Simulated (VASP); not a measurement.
**C: single point with PBE**

Crystal: C.

```
C
1.0
     2.57693    0.00000    0.00000
    -1.28846    2.23168    0.00000
     0.00000    0.00000    4.28885
C
4
Direct
  0.33333 0.66667 0.06273
  0.66667 0.33333 0.56273
  0.33333 0.66667 0.43727
  0.66667 0.33333 0.93727
```

This cell differs from its parent crystal: volume scaled by 1.08.

```yaml
Program: VASP 6.6.1
Task: single point
Functional: PBE
Potentials_or_basis: VASP PAW PBE potentials, release 64 (C)
Cutoff: 520 eV
k_mesh: 12 × 12 × 7
Occupations: fermi-dirac, width 0.05 eV
Spin: no spin polarisation
```

```json
{
  "Pressure": "-28.5 GPa",
  "Largest force": "0.079 eV/Å",
  "Band gap on the k mesh": "3.58 eV, indirect (least direct gap 4.83 eV)"
}
```

Forces in eV/Å, atoms in the order of the input:
```
C    0.000  0.000 -0.079
C    0.000  0.000 -0.079
C    0.000  0.000  0.079
C    0.000  0.000  0.079
```

Stress tensor (GPa, compression positive):
```
-28.39   0.00   0.00
  0.00 -28.39   0.00
  0.00   0.00 -28.86
```

Levels at points of the mesh, in eV from the valence-band top:
```csv
k point,band 6,band 7,band 8,band 9,band 10,band 11
"(0.00, 0.00, 0.00)",-0.42,0.00,0.00,4.83,4.83,5.13
"(0.50, 0.00, 0.00)",-5.94,-5.41,-2.89,4.29,7.92,7.98
```

Wall time 38 s on 1 thread of Intel Xeon 6975P-C, on a shared host, peak memory 0.11 GiB.

 A k mesh can miss the band edges.
